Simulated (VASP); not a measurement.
A run of VASP 6.6.1 is set up as follows.

File POSCAR:

```
TiO2
1.0
   -4.5970611961      0.0000000000      2.9539227275
    4.5970611961      0.0000000000      2.9539227275
    0.0000000000      4.5970611961     -2.9539227275
Ti O
4 8
Direct
    0.5000000000      0.5000000000      0.0000000000
    0.0000000000      0.0000000000      0.0000000000
    0.2500000000      0.7500000000      0.5000000000
    0.7500000000      0.2500000000      0.5000000000
    0.5546176111      0.7500000000      0.8046176111
    0.0546176111      0.2500000000      0.8046176111
    0.0000000000      0.3046176111      0.3046176111
    0.5000000000      0.8046176111      0.3046176111
    0.0000000000      0.6953823889      0.6953823889
    0.5000000000      0.1953823889      0.6953823889
    0.9453823889      0.7500000000      0.1953823889
    0.4453823889      0.2500000000      0.1953823889
```

INCAR.step1

```
ALGO     = Normal         # electronic algorithm
EDIFF    = 1E-4           # SCF threshold, eV
ENCUT    = 520            # plane-wave cutoff, eV
GGA      = PE             # functional
ISMEAR   = 0              # smearing method
LASPH    = True           # aspherical terms in the spheres
LCHARG   = False          # write CHGCAR
LREAL    = False          # projectors in reciprocal space
LWAVE    = True           # write WAVECAR
NBANDS   = 60             # bands
NELM     = 100            # most SCF steps
PREC     = Accurate       # precision mode
SIGMA    = 0.02           # smearing width, eV
```

INCAR.step2

```
ALGO     = Normal         # electronic algorithm
EDIFF    = 1E-7           # SCF threshold, eV
ENCUT    = 520            # plane-wave cutoff, eV
ISIF     = 2              # what is computed and relaxed
ISMEAR   = 0              # smearing method
ISTART   = 1            
LASPH    = True           # aspherical terms in the spheres
LCHARG   = False          # write CHGCAR
LMIXTAU  = True         
LREAL    = False          # projectors in reciprocal space
LWAVE    = False          # write WAVECAR
METAGGA  = R2SCAN         # meta-GGA
NBANDS   = 60             # bands
NELM     = 100            # most SCF steps
PREC     = Accurate       # precision mode
SIGMA    = 0.02           # smearing width, eV
```

The input KPOINTS:

```
k-points
0
Gamma
  6 6 6
```

Potentials or basis: VASP PAW PBE potentials, release 64 (Ti_sv, O).

Command:

```console
$ cat potpaw_PBE.64/Ti_sv/POTCAR potpaw_PBE.64/O/POTCAR > POTCAR
$ cp INCAR.step1 INCAR
$ mpirun -np 1 vasp_std > vasp.out
$ cp INCAR.step2 INCAR
$ mpirun -np 1 vasp_std > vasp.out
```

What does it give for the largest force?

0.028 eV/Å.

Estimate the band gap on the k mesh.

2.23 eV.

What does it give for the pressure?

1.2 GPa.

Forces on the atoms (eV/Å):
```
Ti   0.000  0.000  0.000
Ti   0.000  0.000  0.000
Ti   0.000  0.000  0.000
Ti   0.000  0.000  0.000
O    0.020 -0.020  0.000
O    0.020 -0.020  0.000
O   -0.020 -0.020  0.000
O   -0.020 -0.020  0.000
O    0.020  0.020  0.000
O    0.020  0.020  0.000
O   -0.020  0.020  0.000
O   -0.020  0.020  0.000
```

Caveat: the PAW data sets were made with another functional, which shifts forces and pressure a little. A k mesh can miss the band edges.
